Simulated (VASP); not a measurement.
# CoO (P6_3mc) in VASP: notebook

The runs below take CoO through single point, with PBE+U.

All numbers are computed with VASP 6.6.1; they aren't measurements. Logs are shortened: lines on timing, memory, paths and dates and some standing lists are left out, and cuts for length are marked.

## (1) The cell of the first run

It takes space group P6_3mc (No. 186, hexagonal). The conventional cell has a = 3.285 Å, b = 3.285 Å, c = 5.295 Å, α = 90.00°, β = 90.00°, γ = 120.00°. Co (site symmetry 3m) has 4 O at 1.98 to 2.01 Å within 2.6 Å. Within 2.6 Å of O (site symmetry 3m) lie 4 Co at 1.98 to 2.01 Å.

## (2) Single point, PBE+U, collinear spin, antiferromagnetic start

INCAR reads:

```
ALGO     = Normal         # electronic algorithm
EDIFF    = 1E-6           # SCF threshold, eV
ENCUT    = 520            # plane-wave cutoff, eV
GGA      = PE             # functional
ISIF     = 2              # what is computed and relaxed
ISMEAR   = 0              # smearing method
ISPIN    = 2              # spin polarisation
LASPH    = True           # aspherical terms in the spheres
LCHARG   = False          # write CHGCAR
LDAU     = True           # DFT+U
LDAUJ    = 0 0          
LDAUL    = 2 -1           # shell
LDAUPRINT= 1            
LDAUTYPE = 2            
LDAUU    = 3.32 0         # U, eV
LMAXMIX  = 4              # l up to which the mixer works
LORBIT   = 11             # projections on sites
LREAL    = False          # projectors in reciprocal space
LWAVE    = False          # write WAVECAR
MAGMOM   = -2.67 2.67 0 0 # initial moments
NBANDS   = 27             # bands
NELM     = 150            # most SCF steps
PREC     = Accurate       # precision mode
SIGMA    = 0.02           # smearing width, eV
```

KPOINTS reads:

```
k-points
0
Gamma
  12 12 6
```

POSCAR reads:

```
CoO
1.0
    3.2854157451      0.0000000001      0.0000000000
   -1.6427078726      2.8452534973      0.0000000000
    0.0000000000      0.0000000000      5.2952034129
Co O
2 2
Direct
    0.0000000000      0.0000000000      0.0005751930
    0.3333333333      0.6666666667      0.5005751719
    0.0000000000      0.0000000000      0.3744253183
    0.3333333333      0.6666666667      0.8744253169
```

Potentials or basis: VASP PAW PBE potentials, release 64 (Co, O).

Launch:

```sh
> cat potpaw_PBE.64/Co/POTCAR potpaw_PBE.64/O/POTCAR > POTCAR
> mpirun -np 1 vasp_std > vasp.out
```

OUTCAR:

```text
EDIFF = 1E-6
   ENCUT = 520
   GGA = PE
   ISIF = 2
   ISMEAR = 0
   ISPIN = 2
   LASPH = True
   LORBIT = 11
   LREAL = False
   NELM = 150
   PREC = Accurate

 ion  position               nearest neighbor table
   1  0.000  0.000  0.001-   3 1.98   4 2.01   4 2.01   4 2.01
   2  0.333  0.667  0.501-   4 1.98   3 2.01   3 2.01   3 2.01
   3  0.000  0.000  0.374-   1 1.98   2 2.01   2 2.01   2 2.01
   4  0.333  0.667  0.874-   2 1.98   1 2.01   1 2.01   1 2.01

  LATTYP: Found a hexagonal cell.
 ALAT       =     3.2854157451
 C/A-ratio  =     1.6117300895

  Lattice vectors:

 A1 = (   3.2854157451,   0.0000000001,   0.0000000000)
 A2 = (  -1.6427078726,   2.8452534973,   0.0000000000)
 A3 = (   0.0000000000,   0.0000000000,   5.2952034129)

Analysis of symmetry for initial positions (statically):
=====================================================================
 Subroutine PRICEL returns:
 Original cell was already a primitive cell.

 Routine SETGRP: Setting up the symmetry group for a
 hexagonal supercell.

 Subroutine GETGRP returns: Found 12 space group operations
 (whereof  6 operations were pure point group operations)
 out of a pool of 24 trial point group operations.

The static configuration has the point symmetry C_3v.
 The point group associated with its full space group is C_6v.

Analysis of symmetry for dynamics (positions and initial velocities):
=====================================================================
 Subroutine PRICEL returns:
 Original cell was already a primitive cell.

 Routine SETGRP: Setting up the symmetry group for a
 hexagonal supercell.

 Subroutine GETGRP returns: Found 12 space group operations
[... 217 lines left out ...]

 occupancies and eigenvectors

  o =  0.1152  v =  0.0000  0.0000  0.0000  0.0000  0.0000 -0.7938 -0.1033 -0.0000  0.5825  0.1408      0.0000  0.0000  0.0000  0.0000  0.0000  0.0000  0.0000  0.0000  0.0000  0.0000
  o =  0.1152  v =  0.0000  0.0000  0.0000  0.0000  0.0000  0.1408 -0.5825 -0.0000 -0.1033  0.7938      0.0000  0.0000  0.0000  0.0000  0.0000  0.0000  0.0000  0.0000  0.0000  0.0000
  o =  0.1325  v =  0.0000  0.0000  0.0000  0.0000  0.0000  0.0000  0.0000 -1.0000 -0.0000 -0.0000      0.0000  0.0000  0.0000  0.0000  0.0000  0.0000  0.0000  0.0000  0.0000  0.0000
  o =  0.9584  v =  0.0000  0.0000  0.0000  0.0000  0.0000 -0.5825  0.1407  0.0000 -0.7938  0.1032      0.0000  0.0000  0.0000  0.0000  0.0000  0.0000  0.0000  0.0000  0.0000  0.0000
  o =  0.9584  v =  0.0000  0.0000  0.0000  0.0000  0.0000  0.1032  0.7938  0.0000  0.1407  0.5825      0.0000  0.0000  0.0000  0.0000  0.0000  0.0000  0.0000  0.0000  0.0000  0.0000
  o =  0.9659  v = -0.5038  0.1499 -0.0000 -0.8460  0.0893  0.0000  0.0000  0.0000  0.0000  0.0000      0.0000  0.0000  0.0000  0.0000  0.0000  0.0000  0.0000  0.0000  0.0000  0.0000
  o =  0.9659  v =  0.0893  0.8460 -0.0000  0.1499  0.5038  0.0000  0.0000  0.0000  0.0000  0.0000      0.0000  0.0000  0.0000  0.0000  0.0000  0.0000  0.0000  0.0000  0.0000  0.0000
  o =  0.9837  v = -0.0000 -0.0000 -1.0000  0.0000  0.0000  0.0000  0.0000  0.0000  0.0000  0.0000      0.0000  0.0000  0.0000  0.0000  0.0000  0.0000  0.0000  0.0000  0.0000  0.0000
  o =  0.9845  v =  0.8460  0.0893 -0.0000 -0.5038 -0.1499  0.0000  0.0000  0.0000  0.0000  0.0000      0.0000  0.0000  0.0000  0.0000  0.0000  0.0000  0.0000  0.0000  0.0000  0.0000
  o =  0.9845  v = -0.1499  0.5038 -0.0000  0.0893 -0.8460  0.0000  0.0000  0.0000  0.0000  0.0000      0.0000  0.0000  0.0000  0.0000  0.0000  0.0000  0.0000  0.0000  0.0000  0.0000

 number of electron      29.9999991 magnetization      -0.0000000

 Free energy of the ion-electron system (eV)
  ---------------------------------------------------
  ext. energy  EPLUGINS =         0.00000000
  ---------------------------------------------------
  free energy    TOTEN  =       -24.43309222 eV

  energy without entropy =      -24.43309222  energy(sigma->0) =      -24.43309222

 E-fermi :   4.6302     XC(G=0): -10.6739

 val. band max:        4.4591490471   @ k =   0.0000   0.0000   0.5000
 cond. band min:       5.6609626631   @ k =   0.0000   0.0000   0.0000
 fundamental gap:      1.2018136160
 Fermi energy:         4.6302241039

 spin component 1

 k-point     1 :       0.0000    0.0000    0.0000
  band No.  band energies     occupation
      1     -13.6840      1.00000
      2     -13.0819      1.00000
      3      -1.0977      1.00000
      4      -1.0977      1.00000
      5      -0.9683      1.00000
      6      -0.4636      1.00000
[... 1433 lines left out ...]
     26      19.2053      0.00000
     27      20.5906      0.00000

 [... further k-points ...]
[... 5 lines left out ...]
  --------------------------------------------------------------------------------------
  -------------------------------------------------------------------------------------
  Total       -0.4887842     -0.4887842     -0.5336831     -0.0000000      0.0000000      0.0000000
  in kB      -15.8209957    -15.8209957    -17.2742852     -0.0000000      0.0000000      0.0000000
  external PRESSURE =     -16.3054255 kB  Pullay stress =       0.0000000 kB

 VOLUME and BASIS-vectors are now :
 -----------------------------------------------------------------------------
  energy-cutoff  :      520.00
  volume of cell :       49.50
      direct lattice vectors                 reciprocal lattice vectors
     3.285415745  0.000000000  0.000000000     0.304375482  0.175731266  0.000000000
    -1.642707873  2.845253497  0.000000000    -0.000000000  0.351462533  0.000000000
     0.000000000  0.000000000  5.295203413     0.000000000  0.000000000  0.188850158

 POSITION                                       TOTAL-FORCE (eV/Angst)
 -----------------------------------------------------------------------------------
      0.00000      0.00000      0.00305         0.000000      0.000000     -0.014119
     -0.00000      1.89684      2.65065        -0.000000      0.000000     -0.014119
      0.00000      0.00000      1.98266         0.000000      0.000000      0.014119
     -0.00000      1.89684      4.63026         0.000000      0.000000      0.014119
 -----------------------------------------------------------------------------------
    total drift:                               -0.000000     -0.000001      0.001165

  FREE ENERGIE OF THE ION-ELECTRON SYSTEM (eV)
  ---------------------------------------------------
  free  energy   TOTEN  =       -24.4330922178 eV

  energy  without entropy=      -24.4330922178  energy(sigma->0) =      -24.43309222

 total charge

# of ion       s       p       d       tot
------------------------------------------
    1        0.337   0.397   7.140   7.874
    2        0.337   0.397   7.140   7.874
    3        1.546   3.455   0.000   5.001
    4        1.546   3.455   0.000   5.001
--------------------------------------------------
tot          3.767   7.703  14.280  25.750

 magnetization (x)

# of ion       s       p       d       tot
------------------------------------------
    1       -0.015  -0.039  -2.603  -2.658
    2        0.015   0.039   2.603   2.658
    3        0.007   0.078   0.000   0.085
    4       -0.007  -0.078   0.000  -0.085
--------------------------------------------------
tot          0.000  -0.000   0.000   0.000
```

OSZICAR:

```text
N       E                     dE             d eps       ncg     rms          rms(c)
DAV:   1     0.256648092720E+03    0.25665E+03   -0.13160E+04  8240   0.125E+03
DAV:   2     0.290016909074E+01   -0.25375E+03   -0.22627E+03  8514   0.305E+02
DAV:   3    -0.264516535520E+02   -0.29352E+02   -0.28125E+02  9047   0.120E+02
[... 11 lines left out ...]
DAV:  15    -0.244330774512E+02   -0.72806E-04   -0.23160E-04 10791   0.152E-01    0.368E-02
DAV:  16    -0.244330855083E+02   -0.80571E-05   -0.85093E-05  9849   0.178E-01    0.143E-02
DAV:  17    -0.244330908212E+02   -0.53129E-05   -0.23889E-05 11003   0.425E-02    0.100E-02
DAV:  18    -0.244330919270E+02   -0.11058E-05   -0.28315E-06  7692   0.239E-02    0.549E-03
DAV:  19    -0.244330922178E+02   -0.29082E-06   -0.19726E-06  4609   0.232E-02
   1 F= -.24433092E+02 E0= -.24433092E+02  d E =-.437130E-36  mag=    -0.0000
```

Run time: 5 min. Hardware: 1 thread of Intel Xeon 8259CL, shared host; peak memory 0.28 GiB.

What came out:

```yaml
Free_energy: -24.4331 eV
Pressure: -1.6 GPa
Largest_force: 0.014 eV/Å
Band_gap_on_the_k_mesh: 1.20 eV (least direct gap 1.29 eV)
Net_moment: 0.00 μB per cell
Site_moments: Co -2.66, +2.66; O +0.09, -0.09 μB
Valence_electrons_inside_the_program's_atomic_spheres: Co 7.87; O 5.00
```

Forces in eV/Å, atoms in the order of the input:
```
Co   0.000  0.000 -0.014
Co   0.000  0.000 -0.014
O    0.000  0.000  0.014
O    0.000  0.000  0.014
```

Stress tensor (GPa, compression positive):
```
-1.58  0.00  0.00
 0.00 -1.58  0.00
 0.00  0.00 -1.73
```

Eigenvalues of the final occupation matrices:
```csv
site,spin,trace,eigenvalues
site 1 d,1,2.28,0.12 0.12 0.13 0.96 0.96
site 1 d,2,4.88,0.97 0.97 0.98 0.98 0.98
site 2 d,1,4.88,0.97 0.97 0.98 0.98 0.98
site 2 d,2,2.28,0.12 0.12 0.13 0.96 0.96
```

## (3) Single point, PBE+U, collinear spin, antiferromagnetic start

This run uses another cell than the first one, of 12.48 Å³/atom.

INCAR reads:

```
SYSTEM = CoO
PREC     = Accurate       ! precision mode
ENCUT    = 520            ! plane-wave cutoff, eV
EDIFF    = 1E-7           ! SCF threshold, eV
ISMEAR   = 0              ! smearing method
SIGMA    = 0.02           ! smearing width, eV
LREAL    = .FALSE.        ! projectors in reciprocal space
LASPH    = .TRUE.         ! aspherical terms in the spheres
NELM     = 150            ! most SCF steps
ALGO     = Normal         ! electronic algorithm
ISIF     = 2              ! what is computed and relaxed
LWAVE    = .FALSE.        ! write WAVECAR
LCHARG   = .TRUE.         ! write CHGCAR
ISPIN    = 2              ! spin polarisation
MAGMOM   = -2.67 2.67 0 0 ! initial moments
LORBIT   = 11             ! projections on sites
LMAXMIX  = 4              ! l up to which the mixer works
LDAU     = .TRUE.         ! DFT+U
LDAUTYPE = 2            
LDAUL    = 2 -1           ! shell
LDAUU    = 3.32 0         ! U, eV
LDAUJ    = 0 0          
LDAUPRINT= 1            
GGA      = PE             ! functional
LELF     = .TRUE.         ! ELF
LVHAR    = .TRUE.       
NBANDS   = 27             ! bands
```

KPOINTS reads:

```
Automatic mesh
0
G
  12 12 6
  0 0 0
```

POSCAR reads:

```
CoO
1.0
    3.2948886021      0.0000000001      0.0000000000
   -1.6474443011      2.8534572320      0.0000000000
    0.0000000000      0.0000000000      5.3079108257
Co O
2 2
Direct
    0.0000000000      0.0000000000      0.0004961258
    0.3333333333      0.6666666667      0.5004961241
    0.0000000000      0.0000000000      0.3745043756
    0.3333333333      0.6666666667      0.8745043747
```

Potentials or basis: VASP PAW PBE potentials, release 64 (Co, O).

Launch:

```sh
> cat potpaw_PBE.64/Co/POTCAR potpaw_PBE.64/O/POTCAR > POTCAR
> mpirun -np 1 vasp_std > vasp.out
```

Wall time 8.3 min (1 thread of Intel Xeon 8259CL, shared host); peak memory 0.3 GiB.

Results (log left out):

```
Free energy                                           : -24.4282 eV
Pressure                                              : -2.6 GPa
Largest force                                         : 0.012 eV/Å
Band gap on the k mesh                                : 1.20 eV (least direct gap 1.29 eV)
Net moment                                            : 0.00 μB per cell
Site moments                                          : Co -2.66, +2.66; O +0.08, -0.08 μB
Valence electrons inside the program's atomic spheres : Co 7.86; O 5.00
```

Forces on the atoms (eV/Å):
```
Co   0.000  0.000 -0.012
Co   0.000  0.000 -0.012
O    0.000  0.000  0.012
O    0.000  0.000  0.012
```

Stress tensor (GPa, compression positive):
```
-2.54  0.00  0.00
 0.00 -2.54  0.00
 0.00  0.00 -2.70
```

Levels at points of the mesh, in eV from the valence-band top:
Spin up:
```
           k point  band 12  band 13  band 14  band 15  band 16  band 17  band 18  band 19
(0.00, 0.00, 0.00)    -1.28    -1.23    -0.09    -0.09     1.20     3.44     4.03     4.03
(0.50, 0.00, 0.00)    -1.86    -1.60    -0.68    -0.26     2.24     2.80     3.40     6.49
(0.00, 0.00, 0.50)    -1.39    -1.39     0.00     0.00     2.91     3.51     3.97     3.97
(0.50, 0.00, 0.50)    -1.40    -1.28    -0.72    -0.63     2.31     3.12     3.36     6.11
```
Spin down:
| k point | band 11 | band 12 | band 13 | band 14 | band 15 | band 16 | band 17 | band 18 | band 19 | band 20 |
| --- | --- | --- | --- | --- | --- | --- | --- | --- | --- | --- |
| (0.00, 0.00, 0.00) | -1.28 | -1.28 | -1.23 | -0.09 | -0.09 | 1.20 | 3.44 | 4.03 | 4.03 | 6.24 |
| (0.50, 0.00, 0.00) | -2.51 | -1.86 | -1.60 | -0.68 | -0.26 | 2.24 | 2.80 | 3.40 | 6.49 | 6.91 |
| (0.00, 0.00, 0.50) | -1.54 | -1.39 | -1.39 | 0.00 | 0.00 | 2.91 | 3.51 | 3.97 | 3.97 | 4.32 |
| (0.50, 0.00, 0.50) | -2.25 | -1.40 | -1.28 | -0.72 | -0.63 | 2.31 | 3.12 | 3.36 | 6.11 | 6.82 |

Eigenvalues of the final occupation matrices:
```tsv
site	spin	trace	eigenvalues
site 1 d	1	2.27	0.11 0.11 0.13 0.96 0.96
site 1 d	2	4.88	0.97 0.97 0.98 0.98 0.98
site 2 d	1	4.88	0.97 0.97 0.98 0.98 0.98
site 2 d	2	2.27	0.11 0.11 0.13 0.96 0.96
```
